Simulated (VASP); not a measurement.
# BaO (Fm-3m) in VASP: single point with PBE

Aim: the single point of BaO with PBE.

Everything below comes from runs of VASP 6.6.1. Logs are shortened: lines on timing, memory, paths and dates and some standing lists are left out, and cuts for length are marked.

### 1 The cell of the first run

Symmetry: Fm-3m, No. 225, cubic system. Conventional cell: a = 5.500 Å, b = 5.500 Å, c = 5.500 Å, α = 90.00°, β = 90.00°, γ = 90.00°. Within 3.6 Å of Ba (site symmetry m-3m) lie 6 O at 2.75 Å. O (site symmetry m-3m) has 6 Ba at 2.75 Å within 3.6 Å.

### 2 Single point, PBE

File INCAR:

```
PREC = Accurate
ENCUT = 600
EDIFF = 1E-6
ISMEAR = 0
SIGMA = 0.05
LREAL = F
LASPH = T
NELM = 120
ALGO = Normal
ISIF = 2
LWAVE = F
LCHARG = F
GGA = PE
NBANDS = 15
GGA_COMPAT = F
```

File KPOINTS:

```
Automatic mesh
0
Gamma
  12 12 12
```

File POSCAR:

```
BaO
1.0
    0.0000000000      2.7500000000      2.7500000000
    2.7500000000      0.0000000000      2.7500000000
    2.7500000000      2.7500000000      0.0000000000
Ba O
1 1
Direct
    0.0000000000      0.0000000000      0.0000000000
    0.5000000000      0.5000000000      0.5000000000
```

Potentials or basis: VASP PAW PBE potentials, release 64 (Ba_sv, O).

On the command line:

```
> cat potpaw_PBE.64/Ba_sv/POTCAR potpaw_PBE.64/O/POTCAR > POTCAR
> mpirun -np 1 vasp_std > vasp.out
```

OUTCAR:

```text
PREC = Accurate
   ENCUT = 600
   EDIFF = 1E-6
   ISMEAR = 0
   LREAL = F
   LASPH = T
   NELM = 120
   ISIF = 2
   GGA = PE

 ion  position               nearest neighbor table
   1  0.000  0.000  0.000-   2 2.75   2 2.75   2 2.75   2 2.75   2 2.75   2 2.75
   2  0.500  0.500  0.500-   1 2.75   1 2.75   1 2.75   1 2.75   1 2.75   1 2.75

  LATTYP: Found a face centered cubic cell.
 ALAT       =     5.5000000000

  Lattice vectors:

 A1 = (   0.0000000000,   2.7500000000,   2.7500000000)
 A2 = (   2.7500000000,   0.0000000000,   2.7500000000)
 A3 = (   2.7500000000,   2.7500000000,   0.0000000000)

Analysis of symmetry for initial positions (statically):
=====================================================================
 Subroutine PRICEL returns:
 Original cell was already a primitive cell.

 Routine SETGRP: Setting up the symmetry group for a
 face centered cubic supercell.

 Subroutine GETGRP returns: Found 48 space group operations
 (whereof 48 operations were pure point group operations)
 out of a pool of 48 trial point group operations.

The static configuration has the point symmetry O_h .

Analysis of symmetry for dynamics (positions and initial velocities):
=====================================================================
 Subroutine PRICEL returns:
 Original cell was already a primitive cell.

 Routine SETGRP: Setting up the symmetry group for a
 face centered cubic supercell.

 Subroutine GETGRP returns: Found 48 space group operations
 (whereof 48 operations were pure point group operations)
 out of a pool of 48 trial point group operations.

The dynamic configuration has the point symmetry O_h .

 Subroutine INISYM returns: Found 48 space group operations
 (whereof 48 operations are pure point group operations),
 and found     1 'primitive' translations

----------------------------------------------------------------------------------------

                                     Primitive cell

  volume of cell :      41.5938

  direct lattice vectors                    reciprocal lattice vectors
     0.000000000  2.750000000  2.750000000    -0.181818182  0.181818182  0.181818182
     2.750000000  0.000000000  2.750000000     0.181818182 -0.181818182  0.181818182
     2.750000000  2.750000000  0.000000000     0.181818182  0.181818182 -0.181818182

  length of vectors
     3.889087297  3.889087297  3.889087297     0.314918329  0.314918329  0.314918329

  position of ions in fractional coordinates (direct lattice)
     0.000000000  0.000000000  0.000000000
     0.500000000  0.500000000  0.500000000

  ion indices of the primitive-cell ions
   primitive index   ion index
                 1           1
                 2           2

----------------------------------------------------------------------------------------

 KPOINTS: Automatic mesh

Automatic generation of k-mesh.
 Grid dimensions read from file:
 generate k-points for:   12   12   12

 Generating k-lattice:

  Cartesian coordinates                     Fractional coordinates (reciprocal lattice)
    -0.015151515  0.015151515  0.015151515     0.083333333  0.000000000  0.000000000
     0.015151515 -0.015151515  0.015151515     0.000000000  0.083333333  0.000000000
     0.015151515  0.015151515 -0.015151515     0.000000000  0.000000000  0.083333333

  Length of vectors
     0.026243194  0.026243194  0.026243194

  Shift w.r.t. Gamma in fractional coordinates (k-lattice)
     0.000000000  0.000000000  0.000000000

 Subroutine IBZKPT returns following result:
 ===========================================

 Found     72 irreducible k-points:

 Following reciprocal coordinates:
            Coordinates               Weight
  0.000000  0.000000  0.000000      1.000000
  0.083333  0.000000  0.000000      8.000000
  0.166667  0.000000  0.000000      8.000000
  0.250000  0.000000  0.000000      8.000000
  0.333333  0.000000  0.000000      8.000000
  0.416667  0.000000  0.000000      8.000000
[... 16 lines left out ...]
  0.500000  0.166667  0.000000     24.000000
 -0.416667  0.166667  0.000000     24.000000
 [... further k-points ...]
   k-points           NKPTS =     72   k-points in BZ     NKDIM =     72   number of bands    NBANDS=     15
   number of dos      NEDOS =    301   number of ions     NIONS =      2
   total plane-waves  NPLWV =  32768
   dimension x,y,z NGX =    32 NGY =   32 NGZ =   32
   dimension x,y,z NGXF=    64 NGYF=   64 NGZF=   64
   ions per type =               1   1
   NGX,Y,Z   is equivalent  to a cutoff of  13.68, 13.68, 13.68 a.u.
   NGXF,Y,Z  is equivalent  to a cutoff of  27.36, 27.36, 27.36 a.u.
 SYSTEM =  unknown system
   PREC   = accura    normal or accurate (medium, high low for compatibility)
   ISTART =      0    job   : 0-new  1-cont  2-samecut
   ICHARG =      2    charge: 1-file 2-atom 10-const
   ISPIN  =      1    spin polarized calculation?
   LNONCOLLINEAR =      F non collinear calculations
   LSORBIT =      F    spin-orbit coupling
   LASPH  =      T    aspherical Exc in radial PAW
   ENCUT  =  600.0 eV  44.10 Ry    6.64 a.u.   7.77  7.77  7.77*2*pi/ulx,y,z
   NELM   =    120;   NELMIN=  2; NELMDL= -5     # of ELM steps
   EDIFF  = 0.1E-05   stopping-criterion for ELM
   LREAL  =      F    real-space projection
[... 7 lines left out ...]
   TEBEG  =    0.0;   TEEND  =   0.0 temperature during run
   PSTRESS=    0.0 pullay stress
   NELECT =      16.0000    total number of electrons
   NUPDOWN=      -1.0000    fix difference up-down
   EMIN   =  10.00;   EMAX   =-10.00  energy-range for DOS
   EFERMI =   0.00;   METHOD = LEGACY
   ISMEAR =     0;   SIGMA  =   0.05  broadening in eV -4-tet -1-fermi 0-gaus
   EFERMI_NEDOS =   21; number of points for ismear=-14 and -15
   IALGO  =     38    algorithm
   IMIX   =      4    mixing-type and parameters
     AMIX     =   0.40;   BMIX     =  1.00
     AMIX_MAG =   1.60;   BMIX_MAG =  1.00
  volume/ion in A,a.u.               =      20.80       140.34
  Fermi-wavevector in a.u.,A,eV,Ry     =   1.190617  2.249940 19.287200  1.417569
  Thomas-Fermi vector in A             =   2.326698
   LORBIT       =      0    0 simple, 1 ext, 2 COOP (PROOUT), +10 PAW based schemes
   GGA     = PE    functional components
   LHFCALC =     F    Hartree Fock is set to
   AEXX    =    0.0000 exact exchange contribution
   IVDW    =     0    specifies the selected vdW correction
   LEPSILON=     F    determine dielectric tensor
   LRPA    =     F    only Hartree local field effects (RPA)
 non-spin polarized calculation
 Gauss-broadening in eV      SIGMA  =   0.05
  energy-cutoff  :      600.00
  volume of cell :       41.59
 maximum number of plane-waves:      1411
   NGX = 15   NGY = 15   NGZ = 15

 number of electron      15.9999997 magnetization

 Free energy of the ion-electron system (eV)
  ---------------------------------------------------
  ext. energy  EPLUGINS =         0.00000000
  ---------------------------------------------------
  free energy    TOTEN  =       -11.77219411 eV

  energy without entropy =      -11.77219411  energy(sigma->0) =      -11.77219411

 E-fermi :   2.2607     XC(G=0):  -9.7179

 val. band max:        2.0288096900   @ k =   0.5000   0.5000   0.0000
 cond. band min:       3.9287367322   @ k =   0.5000   0.5000   0.0000
 fundamental gap:      1.8999270422
 Fermi energy:         2.2606639627

 k-point     1 :       0.0000    0.0000    0.0000
  band No.  band energies     occupation
      1     -23.8904      2.00000
      2     -13.0549      2.00000
      3      -8.3594      2.00000
      4      -8.3594      2.00000
      5      -8.3594      2.00000
      6       1.6287      2.00000
      7       1.6287      2.00000
      8       1.6287      2.00000
      9       5.6629      0.00000
     10       6.6954      0.00000
     11       6.6954      0.00000
     12       6.6954      0.00000
     13       9.0154      0.00000
     14       9.0154      0.00000
     15      12.0137      0.00000

 k-point     2 :       0.0833    0.0000    0.0000
  band No.  band energies     occupation
      1     -23.8724      2.00000
      2     -13.1071      2.00000
      3      -8.3766      2.00000
      4      -8.3681      2.00000
      5      -8.3681      2.00000
      6       1.4647      2.00000
      7       1.5314      2.00000
      8       1.5314      2.00000
      9       5.9709      0.00000
     10       6.6214      0.00000
     11       6.8290      0.00000
     12       6.8290      0.00000
     13       9.2048      0.00000
     14       9.2048      0.00000
     15      12.4696      0.00000

 k-point     3 :       0.1667    0.0000    0.0000
  band No.  band energies     occupation
      1     -23.8227      2.00000
      2     -13.2497      2.00000
      3      -8.4218      2.00000
      4      -8.3917      2.00000
      5      -8.3917      2.00000
      6       1.0824      2.00000
      7       1.2831      2.00000
      8       1.2831      2.00000
      9       6.4379      0.00000
     10       6.8579      0.00000
     11       7.2136      0.00000
     12       7.2136      0.00000
     13       9.7206      0.00000
     14       9.7206      0.00000
     15      13.6473      0.00000
[... 343 lines left out ...]
 k-point    23 :       0.5000    0.1667    0.0000
  band No.  band energies     occupation
      1     -23.5902      2.00000
      2     -13.7036      2.00000
      3      -8.9061      2.00000
      4      -8.6675      2.00000
      5      -8.6172      2.00000
      6       0.4643      2.00000
      7       0.7965      2.00000
      8       0.8238      2.00000
      9       6.5347      0.00000
     10       8.2107      0.00000
     11       9.6491      0.00000
     12      10.2404      0.00000
     13      12.2852      0.00000
     14      12.9156      0.00000
     15      15.0527      0.00000

 k-point    24 :      -0.4167    0.1667    0.0000
  band No.  band energies     occupation
      1     -23.5849      2.00000
      2     -13.7276      2.00000
      3      -8.9733      2.00000
      4      -8.6252      2.00000
      5      -8.5618      2.00000
      6       0.3031      2.00000
      7       0.6227      2.00000
      8       1.0180      2.00000
      9       6.9706      0.00000
     10       8.0088      0.00000
     11       9.4201      0.00000
     12      10.2713      0.00000
     13      12.2751      0.00000
     14      13.5284      0.00000
     15      14.6026      0.00000

 [... further k-points ...]

------------------------ aborting loop because EDIFF is reached ----------------------------------------

  FORCE on cell =-STRESS in cart. coord.  units (eV):
  Direction    XX          YY          ZZ          XY          YZ          ZX
  --------------------------------------------------------------------------------------
  -------------------------------------------------------------------------------------
  Total        1.2480017      1.2480017      1.2480017     -0.0000000     -0.0000000     -0.0000000
  in kB       48.0726094     48.0726094     48.0726094     -0.0000000     -0.0000000     -0.0000000
  external PRESSURE =      48.0726094 kB  Pullay stress =       0.0000000 kB

 VOLUME and BASIS-vectors are now :
 -----------------------------------------------------------------------------
  energy-cutoff  :      600.00
  volume of cell :       41.59
      direct lattice vectors                 reciprocal lattice vectors
     0.000000000  2.750000000  2.750000000    -0.181818182  0.181818182  0.181818182
     2.750000000  0.000000000  2.750000000     0.181818182 -0.181818182  0.181818182
     2.750000000  2.750000000  0.000000000     0.181818182  0.181818182 -0.181818182

 POSITION                                       TOTAL-FORCE (eV/Angst)
 -----------------------------------------------------------------------------------
      0.00000      0.00000      0.00000         0.000000      0.000000      0.000000
      2.75000      2.75000      2.75000         0.000000      0.000000     -0.000000
 -----------------------------------------------------------------------------------
    total drift:                                0.000000     -0.000000      0.000000

  FREE ENERGIE OF THE ION-ELECTRON SYSTEM (eV)
  ---------------------------------------------------
  free  energy   TOTEN  =       -11.7721941137 eV

  energy  without entropy=      -11.7721941137  energy(sigma->0) =      -11.77219411
```

It took 58 s on 1 thread of Intel Xeon 8259CL, shared host; peak memory 0.21 GiB.

What came out:

| Item | Value |
| --- | --- |
| Free energy | -11.7722 eV |
| Pressure | 4.8 GPa |
| Band gap on the k mesh | 1.90 eV, direct |

Levels at points of the mesh, in eV from the valence-band top:
| k point | band 4 | band 5 | band 6 | band 7 | band 8 | band 9 | band 10 | band 11 | band 12 | band 13 |
| --- | --- | --- | --- | --- | --- | --- | --- | --- | --- | --- |
| (0.00, 0.00, 0.00) | -10.39 | -10.39 | -0.40 | -0.40 | -0.40 | 3.63 | 4.67 | 4.67 | 4.67 | 6.99 |
| (0.50, 0.00, 0.00) | -10.51 | -10.51 | -2.08 | -1.58 | -1.58 | 4.94 | 7.21 | 7.21 | 8.30 | 10.65 |
| (0.50, 0.50, 0.00) | -11.01 | -11.01 | -0.19 | -0.19 | 0.00 | 1.90 | 6.05 | 8.98 | 9.52 | 9.85 |

Caveat: spin-orbit coupling is left out, which moves the levels of the heavy elements. A k mesh can miss the band edges.
